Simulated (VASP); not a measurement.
W:

```
W
1.0
     0.00000    2.00602    2.00602
     2.00602    0.00000    2.00602
     2.00602    2.00602    0.00000
W
1
Direct
  0.00000 0.00000 0.00000
```

This isn't the form of W at room conditions, which is bcc.

| Quantity | Value |
| --- | --- |
| Program | VASP 6.6.1 |
| Task | relaxation of cell and atoms |
| Functional | PBE |
| Potentials or basis | VASP PAW PBE potentials, release 64 (W_sv) |
| Cutoff | 600 eV |
| k mesh | 18 × 18 × 18 |
| Occupations | fermi-dirac, width 0.05 eV |
| Spin | no spin polarisation |

At the start: pressure 6.1 GPa; volume 16.14 Å³/atom.

Task: Where does the relaxation end?

Result: Over 4 steps the energy falls by 6.3 meV/atom and the volume is 16.48 Å³/atom (+2.1 %); space group Fm-3m (No. 225, to 0.1 Å) before and after.

The path:
```
step  energy change (eV)  largest force (eV/Å)  pressure (GPa)  volume (Å³)
   1              0.0000                0.0000            6.12        16.15
   2              0.0576                0.0000          -16.81        17.63
   3             -0.0063                0.0000           -0.15        16.49
   4             -0.0063                0.0000           -0.01        16.48
```

Final structure:
```
W
1.0
     0.00000    2.01985    2.01985
     2.01985    0.00000    2.01985
     2.01985    2.01985    0.00000
W
1
Direct
  0.00000 0.00000 0.00000
```
